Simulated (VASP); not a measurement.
# Ir (P6_3/mmc) in VASP: further runs

Ir is run at these levels: LDA; tasks: single point.

All numbers are computed with VASP 6.6.1; they aren't measurements. Logs are shortened: lines on timing, memory, paths and dates and some standing lists are left out, and cuts for length are marked.

**1. The cell of the first run**

The structure is hexagonal, space group P6_3/mmc (No. 194). The conventional cell has a = 2.705 Å, b = 2.705 Å, c = 4.391 Å, α = 90.00°, β = 90.00°, γ = 120.00°. Ir (site symmetry -6m2) has 12 Ir at 2.69 to 2.71 Å within 3.6 Å.

This isn't the form of Ir at room conditions, which is fcc.

**2. Single point, LDA**

The input, INCAR:

```
SYSTEM = Ir
ALGO = Normal
EDIFF = 1E-7
ENCUT = 520
GGA = CA
ISIF = 2
ISMEAR = -1
LASPH = .TRUE.
LCHARG = .FALSE.
LREAL = .FALSE.
LWAVE = .FALSE.
NBANDS = 16
NELM = 100
PREC = Accurate
SIGMA = 0.1
```

The input, KPOINTS:

```
k-points
0
G
  13 13 7
  0 0 0
```

The input, POSCAR:

```
Ir
1.0
    2.7052972923      0.0000000000      0.0000000000
   -1.3526486461      2.3428561799      0.0000000000
    0.0000000000      0.0000000000      4.3910547252
Ir
2
Direct
    0.3333333333      0.6666666667      0.2500000000
    0.6666666667      0.3333333333      0.7500000000
```

Potentials or basis: VASP PAW LDA potentials, release 64 (Ir).

Command:

```sh
cat potpaw_LDA.64/Ir/POTCAR > POTCAR
mpirun -np 1 vasp_std > vasp.out
```

OUTCAR:

```text
SYSTEM = Ir
   EDIFF = 1E-7
   ENCUT = 520
   GGA = CA
   ISIF = 2
   ISMEAR = -1
   LASPH = .TRUE.
   LREAL = .FALSE.
   NELM = 100
   PREC = Accurate

 ion  position               nearest neighbor table
   1  0.333  0.667  0.250-   2 2.69   2 2.69   2 2.69   2 2.69   2 2.69   2 2.69
   2  0.667  0.333  0.750-   1 2.69   1 2.69   1 2.69   1 2.69   1 2.69   1 2.69

  LATTYP: Found a hexagonal cell.
 ALAT       =     2.7052972923
 C/A-ratio  =     1.6231320446

  Lattice vectors:

 A1 = (   2.7052972923,   0.0000000000,   0.0000000000)
 A2 = (  -1.3526486461,   2.3428561799,   0.0000000000)
 A3 = (   0.0000000000,   0.0000000000,   4.3910547252)

Analysis of symmetry for initial positions (statically):
=====================================================================
 Subroutine PRICEL returns:
 Original cell was already a primitive cell.

 Routine SETGRP: Setting up the symmetry group for a
 hexagonal supercell.

 Subroutine GETGRP returns: Found 24 space group operations
 (whereof 12 operations were pure point group operations)
 out of a pool of 24 trial point group operations.

The static configuration has the point symmetry D_3d.
 The point group associated with its full space group is D_6h.

Analysis of symmetry for dynamics (positions and initial velocities):
=====================================================================
 Subroutine PRICEL returns:
 Original cell was already a primitive cell.

 Routine SETGRP: Setting up the symmetry group for a
 hexagonal supercell.

 Subroutine GETGRP returns: Found 24 space group operations
 (whereof 12 operations were pure point group operations)
 out of a pool of 24 trial point group operations.

The dynamic configuration has the point symmetry D_3d.
 The point group associated with its full space group is D_6h.

 Subroutine INISYM returns: Found 24 space group operations
 (whereof 12 operations are pure point group operations),
 and found     1 'primitive' translations

----------------------------------------------------------------------------------------

                                     Primitive cell

  volume of cell :      27.8310

  direct lattice vectors                    reciprocal lattice vectors
     2.705297292  0.000000000  0.000000000     0.369645141  0.213414722  0.000000000
    -1.352648646  2.342856180  0.000000000     0.000000000  0.426829444  0.000000000
     0.000000000  0.000000000  4.391054725     0.000000000  0.000000000  0.227735718

  length of vectors
     2.705297292  2.705297292  4.391054725     0.426829444  0.426829444  0.227735718

  position of ions in fractional coordinates (direct lattice)
     0.333333333  0.666666667  0.250000000
     0.666666667  0.333333333  0.750000000

  ion indices of the primitive-cell ions
   primitive index   ion index
                 1           1
                 2           2

----------------------------------------------------------------------------------------

 KPOINTS: k-points

Automatic generation of k-mesh.
 Grid dimensions read from file:
 generate k-points for:   13   13    7

 Generating k-lattice:

  Cartesian coordinates                     Fractional coordinates (reciprocal lattice)
     0.028434242  0.016416517  0.000000000     0.076923077  0.000000000  0.000000000
     0.000000000  0.032833034  0.000000000     0.000000000  0.076923077  0.000000000
     0.000000000  0.000000000  0.032533674     0.000000000  0.000000000  0.142857143

  Length of vectors
     0.032833034  0.032833034  0.032533674

  Shift w.r.t. Gamma in fractional coordinates (k-lattice)
     0.000000000  0.000000000  0.000000000

 Subroutine IBZKPT returns following result:
 ===========================================

 Found     84 irreducible k-points:

 Following reciprocal coordinates:
            Coordinates               Weight
  0.000000  0.000000  0.000000      1.000000
  0.076923  0.000000  0.000000      6.000000
  0.153846 -0.000000  0.000000      6.000000
  0.230769 -0.000000  0.000000      6.000000
  0.307692 -0.000000  0.000000      6.000000
  0.384615  0.000000  0.000000      6.000000
[... 16 lines left out ...]
  0.076923  0.000000  0.142857     12.000000
  0.153846 -0.000000  0.142857     12.000000
 [... further k-points ...]
   k-points           NKPTS =     84   k-points in BZ     NKDIM =     84   number of bands    NBANDS=     16
   number of dos      NEDOS =    301   number of ions     NIONS =      2
   total plane-waves  NPLWV =  14400
   dimension x,y,z NGX =    20 NGY =   20 NGZ =   36
   dimension x,y,z NGXF=    40 NGYF=   40 NGZF=   72
   ions per type =               2
   NGX,Y,Z   is equivalent  to a cutoff of  12.29, 12.29, 13.63 a.u.
   NGXF,Y,Z  is equivalent  to a cutoff of  24.58, 24.58, 27.26 a.u.
 SYSTEM =  Ir
   PREC   = accura    normal or accurate (medium, high low for compatibility)
   ISTART =      0    job   : 0-new  1-cont  2-samecut
   ICHARG =      2    charge: 1-file 2-atom 10-const
   ISPIN  =      1    spin polarized calculation?
   LNONCOLLINEAR =      F non collinear calculations
   LSORBIT =      F    spin-orbit coupling
   LASPH  =      T    aspherical Exc in radial PAW
   ENCUT  =  520.0 eV  38.22 Ry    6.18 a.u.   5.03  5.03  8.16*2*pi/ulx,y,z
   NELM   =    100;   NELMIN=  2; NELMDL= -5     # of ELM steps
   EDIFF  = 0.1E-06   stopping-criterion for ELM
   LREAL  =      F    real-space projection
   EDIFFG = 0.1E-05   stopping-criterion for IOM
   NSW    =      0    number of steps for IOM
   IBRION =     -1    ionic relax: 0-MD 1-quasi-New 2-CG
   NFREE  =      0    steps in history (QN), initial steepest desc. (CG)
   ISIF   =      2    stress and relaxation
   ISYM   =      2    0-nonsym 1-usesym 2-fastsym
   POTIM  = 0.5000    time-step for ionic-motion
   TEBEG  =    0.0;   TEEND  =   0.0 temperature during run
   PSTRESS=    0.0 pullay stress
   NELECT =      18.0000    total number of electrons
   NUPDOWN=      -1.0000    fix difference up-down
   EMIN   =  10.00;   EMAX   =-10.00  energy-range for DOS
   EFERMI =   0.00;   METHOD = LEGACY
   ISMEAR =    -1;   SIGMA  =   0.10  broadening in eV -4-tet -1-fermi 0-gaus
   EFERMI_NEDOS =   21; number of points for ismear=-14 and -15
   IALGO  =     38    algorithm
   IMIX   =      4    mixing-type and parameters
     AMIX     =   0.40;   BMIX     =  1.00
     AMIX_MAG =   1.60;   BMIX_MAG =  1.00
  volume/ion in A,a.u.               =      13.92        93.91
  Fermi-wavevector in a.u.,A,eV,Ry     =   1.415758  2.675396 27.271138  2.004372
  Thomas-Fermi vector in A             =   2.537164
   LORBIT       =      0    0 simple, 1 ext, 2 COOP (PROOUT), +10 PAW based schemes
   GGA     = CA    functional components
   LHFCALC =     F    Hartree Fock is set to
   AEXX    =    0.0000 exact exchange contribution
   IVDW    =     0    specifies the selected vdW correction
   LEPSILON=     F    determine dielectric tensor
   LRPA    =     F    only Hartree local field effects (RPA)
 non-spin polarized calculation
  energy-cutoff  :      520.00
  volume of cell :       27.83
 maximum number of plane-waves:       768
 NGX is ok and might be reduce to    20
   NGX =  9   NGY =  9   NGZ = 17

 number of electron      18.0000001 magnetization

 Free energy of the ion-electron system (eV)
  ---------------------------------------------------
  ext. energy  EPLUGINS =         0.00000000
  ---------------------------------------------------
  free energy    TOTEN  =       -20.52411348 eV

  energy without entropy =      -20.44250093  energy(sigma->0) =      -20.48330721

 E-fermi :  10.7456     XC(G=0): -14.2340

 val. band max:       10.7447829647   @ k =   0.3846   0.2308   0.2857
 cond. band min:      10.7560152273   @ k =   0.3846   0.1538   0.0000
 fundamental gap:      0.0112322627
 Fermi energy:        10.7456266895

 k-point     1 :       0.0000    0.0000    0.0000
  band No.  band energies     occupation
      1      -0.6807      2.00000
      2       2.3304      2.00000
      3       6.6328      2.00000
      4       6.7490      2.00000
      5       6.7490      2.00000
      6       7.4287      2.00000
[... 8 lines left out ...]
     15      27.1265      0.00000
     16      28.2555      0.00000

 k-point     2 :       0.0769    0.0000    0.0000
  band No.  band energies     occupation
      1      -0.4445      2.00000
      2       2.5411      2.00000
      3       6.2743      2.00000
      4       6.9499      2.00000
      5       7.0546      2.00000
      6       7.3050      2.00000
[... 8 lines left out ...]
     15      27.4390      0.00000
     16      28.6384      0.00000

 k-point     3 :       0.1538   -0.0000    0.0000
  band No.  band energies     occupation
      1       0.2257      2.00000
      2       3.0834      2.00000
      3       5.8067      2.00000
      4       6.8611      2.00000
      5       6.9231      2.00000
      6       7.5362      2.00000
[... 8 lines left out ...]
     15      28.0406      0.00000
     16      28.7918      0.00000

 k-point     4 :       0.2308   -0.0000    0.0000
  band No.  band energies     occupation
      1       1.1957      2.00000
      2       3.5669      2.00000
      3       5.6004      2.00000
      4       5.6520      2.00000
      5       6.6314      2.00000
      6       7.3272      2.00000
[... 8 lines left out ...]
     15      27.0999      0.00000
     16      27.4720      0.00000

 k-point     5 :       0.3077   -0.0000    0.0000
  band No.  band energies     occupation
      1       2.1806      2.00000
      2       3.4941      2.00000
      3       4.6763      2.00000
      4       5.9206      2.00000
      5       6.7843      2.00000
      6       6.9323      2.00000
[... 8 lines left out ...]
     15      25.3992      0.00000
     16      25.8328      0.00000

 k-point     6 :       0.3846    0.0000    0.0000
  band No.  band energies     occupation
      1       2.7927      2.00000
      2       3.2016      2.00000
      3       4.0013      2.00000
      4       6.4656      2.00000
      5       6.6394      2.00000
      6       7.2098      2.00000
[... 8 lines left out ...]
     15      23.5946      0.00000
     16      24.9314      0.00000

 k-point     7 :       0.4615    0.0000    0.0000
  band No.  band energies     occupation
      1       2.9145      2.00000
      2       3.0873      2.00000
      3       3.6570      2.00000
      4       6.4848      2.00000
      5       7.0664      2.00000
      6       7.0822      2.00000
[... 8 lines left out ...]
     15      22.4601      0.00000
     16      22.6350      0.00000

 k-point     8 :       0.0769    0.0769    0.0000
  band No.  band energies     occupation
      1       0.0105      2.00000
      2       2.9274      2.00000
      3       5.9022      2.00000
      4       7.0726      2.00000
      5       7.2846      2.00000
      6       7.3459      2.00000
[... 8 lines left out ...]
     15      27.9915      0.00000
     16      28.8611      0.00000

 k-point     9 :       0.1538    0.0769    0.0000
  band No.  band energies     occupation
      1       0.8458      2.00000
      2       3.5230      2.00000
      3       5.4689      2.00000
      4       6.1302      2.00000
      5       6.7593      2.00000
      6       7.2263      2.00000
[... 8 lines left out ...]
     15      27.1721      0.00000
     16      27.9551      0.00000
[... 172 lines left out ...]
 k-point    19 :       0.3077    0.2308    0.0000
  band No.  band energies     occupation
      1       3.7861      2.00000
      2       4.1155      2.00000
      3       4.4231      2.00000
      4       5.4977      2.00000
      5       6.1288      2.00000
      6       6.9080      2.00000
[... 8 lines left out ...]
     15      22.7551      0.00000
     16      25.5048      0.00000

 k-point    20 :       0.3846    0.2308    0.0000
  band No.  band energies     occupation
      1       3.6797      2.00000
      2       4.2650      2.00000
      3       4.2698      2.00000
      4       5.8843      2.00000
      5       6.2077      2.00000
      6       6.6835      2.00000
[... 8 lines left out ...]
     15      23.6253      0.00000
     16      24.2058      0.00000

 k-point    21 :       0.3077    0.3077    0.0000
  band No.  band energies     occupation
      1       3.6824      2.00000
      2       4.5325      2.00000
      3       4.7662      2.00000
      4       5.4502      2.00000
      5       6.2232      2.00000
      6       6.5451      2.00000
[... 8 lines left out ...]
     15      24.4749      0.00000
     16      24.9576      0.00000

 k-point    22 :       0.0000    0.0000    0.1429
  band No.  band energies     occupation
      1      -0.4473      2.00000
      2       2.3476      2.00000
      3       6.5248      2.00000
      4       6.6510      2.00000
      5       6.6510      2.00000
      6       7.3077      2.00000
[... 8 lines left out ...]
     15      27.5923      0.00000
     16      28.0118      0.00000

 k-point    23 :       0.0769    0.0000    0.1429
  band No.  band energies     occupation
      1      -0.2150      2.00000
      2       2.5649      2.00000
      3       6.2698      2.00000
      4       6.7803      2.00000
      5       6.8284      2.00000
      6       7.0720      2.00000
[... 8 lines left out ...]
     15      27.9157      0.00000
     16      28.2914      0.00000

 k-point    24 :       0.1538   -0.0000    0.1429
  band No.  band energies     occupation
      1       0.4387      2.00000
      2       3.1293      2.00000
      3       5.8504      2.00000
      4       6.3510      2.00000
      5       6.7678      2.00000
      6       7.2619      2.00000
[... 8 lines left out ...]
     15      27.8463      0.00000
     16      28.4600      0.00000

 [... further k-points ...]

------------------------ aborting loop because EDIFF is reached ----------------------------------------

  FORCE on cell =-STRESS in cart. coord.  units (eV):
  Direction    XX          YY          ZZ          XY          YZ          ZX
  --------------------------------------------------------------------------------------
  -------------------------------------------------------------------------------------
  Total        0.4450965      0.4450965      0.4464596      0.0000000     -0.0000000      0.0000000
  in kB       25.6233157     25.6233157     25.7017823      0.0000000     -0.0000000      0.0000000
  external PRESSURE =      25.6494712 kB  Pullay stress =       0.0000000 kB

 VOLUME and BASIS-vectors are now :
 -----------------------------------------------------------------------------
  energy-cutoff  :      520.00
  volume of cell :       27.83
      direct lattice vectors                 reciprocal lattice vectors
     2.705297292  0.000000000  0.000000000     0.369645141  0.213414722  0.000000000
    -1.352648646  2.342856180  0.000000000     0.000000000  0.426829444  0.000000000
     0.000000000  0.000000000  4.391054725     0.000000000  0.000000000  0.227735718

 POSITION                                       TOTAL-FORCE (eV/Angst)
 -----------------------------------------------------------------------------------
     -0.00000      1.56190      1.09776         0.000000     -0.000000      0.000000
      1.35265      0.78095      3.29329        -0.000000      0.000000      0.000000
 -----------------------------------------------------------------------------------
    total drift:                                0.000000     -0.000000     -0.000000

  FREE ENERGIE OF THE ION-ELECTRON SYSTEM (eV)
  ---------------------------------------------------
  free  energy   TOTEN  =       -20.5241134800 eV

  energy  without entropy=      -20.4425009323  energy(sigma->0) =      -20.48330721
```

Wall time 44 s (1 thread of Intel Xeon 8259CL, shared host); peak memory 0.15 GiB.

Results:

```
Free energy            : -20.5241 eV
Pressure               : 2.6 GPa
Band gap on the k mesh : zero (bands 9 and 10 overlap by 3.50 eV)
```

Caveat: spin-orbit coupling is left out, which moves the levels of the heavy elements.

**3. Single point, LDA (12.25 Å³/atom)**

This run uses another cell than the first one, of 12.25 Å³/atom.

The input, INCAR:

```
SYSTEM = Ir
ALGO = Normal
EDIFF = 1E-6
ENCUT = 520
ISIF = 2
ISMEAR = -1
LASPH = .True.
LCHARG = .False.
LREAL = .False.
LWAVE = .False.
NBANDS = 16
NELM = 60
PREC = Accurate
SIGMA = 0.1
```

The input, KPOINTS:

```
k-points
0
Gamma
  15 15 8
  0 0 0
```

The input, POSCAR:

```
Ir
1.0
    2.5924430331      0.0000000000      0.0000000000
   -1.2962215166      2.2451215245      0.0000000000
    0.0000000000      0.0000000000      4.2078773607
Ir
2
Direct
    0.3333333333      0.6666666667      0.2500000000
    0.6666666667      0.3333333333      0.7500000000
```

Potentials or basis: VASP PAW LDA potentials, release 64 (Ir).

Command:

```sh
cat potpaw_LDA.64/Ir/POTCAR > POTCAR
mpirun -np 1 vasp_std > vasp.out
```

It took 62 s on 1 thread of Intel Xeon 8259CL, shared host; peak memory 0.16 GiB.

It converged, with:

```
Free energy            : -19.8210 eV
Pressure               : 74.6 GPa
Band gap on the k mesh : zero (bands 9 and 10 overlap by 4.16 eV)
```

Stress tensor (GPa, compression positive):
```
74.25  0.00  0.00
 0.00 74.25  0.00
 0.00  0.00 75.36
```

Levels at points of the mesh, in eV from the Fermi level:
| k point | band 5 | band 6 | band 7 | band 8 | band 9 | band 10 | band 11 | band 12 | band 13 | band 14 |
| --- | --- | --- | --- | --- | --- | --- | --- | --- | --- | --- |
| (0.00, 0.00, 0.00) | -4.87 | -4.03 | -4.03 | -3.00 | -3.00 | -1.14 | 0.33 | 0.33 | 8.55 | 13.90 |
| (0.00, 0.00, 0.50) | -5.01 | -5.01 | -5.01 | -5.01 | -0.58 | -0.58 | -0.58 | -0.58 | 13.53 | 13.53 |

Caveat: the cell stands under pressure; spin-orbit coupling is left out, which moves the levels of the heavy elements.

**4. Single point, LDA (12.80 Å³/atom)**

This run uses another cell than the first one, of 12.80 Å³/atom.

The input, INCAR:

```
PREC = Accurate ; ENCUT = 520
EDIFF = 1E-6 ; ISMEAR = -1
SIGMA = 0.1 ; LREAL = False
LASPH = True ; NELM = 100
ALGO = Normal ; ISIF = 2
LWAVE = False ; LCHARG = True
LELF = True ; LVHAR = True
NBANDS = 16
```

The input, KPOINTS:

```
Automatic mesh
0
Gamma
  15 15 8
```

The input, POSCAR:

```
Ir
1.0
    2.6311419181      0.0000000000      0.0000000000
   -1.3155709590      2.2786357420      0.0000000000
    0.0000000000      0.0000000000      4.2706907610
Ir
2
Direct
    0.3333333333      0.6666666667      0.2500000000
    0.6666666667      0.3333333333      0.7500000000
```

Command:

```sh
cat potpaw_LDA.64/Ir/POTCAR > POTCAR
mpirun -np 1 vasp_std > vasp.out
```

Run time: 65 s. Hardware: 1 thread of Intel Xeon 8259CL, shared host; peak memory 0.17 GiB.

It converged, with:

```yaml
Free_energy: -20.2316 eV
Pressure: 44.6 GPa
Band_gap_on_the_k_mesh: zero (bands 9 and 10 overlap by 3.88 eV)
```

Stress tensor (GPa, compression positive):
```
44.44  0.00  0.00
 0.00 44.44  0.00
 0.00  0.00 44.93
```

Levels at points of the mesh, in eV from the Fermi level:
```
           k point  band 5  band 6  band 7  band 8  band 9  band 10  band 11  band 12  band 13  band 14
(0.00, 0.00, 0.00)   -4.55   -3.76   -3.76   -2.80   -2.80    -1.04     0.31     0.31     8.07    14.04
(0.00, 0.00, 0.50)   -4.68   -4.68   -4.68   -4.68   -0.54    -0.54    -0.54    -0.54    13.61    13.61
```

Caveat: the cell stands under pressure; spin-orbit coupling is left out, which moves the levels of the heavy elements.

(Continued in part 2 of 2.)
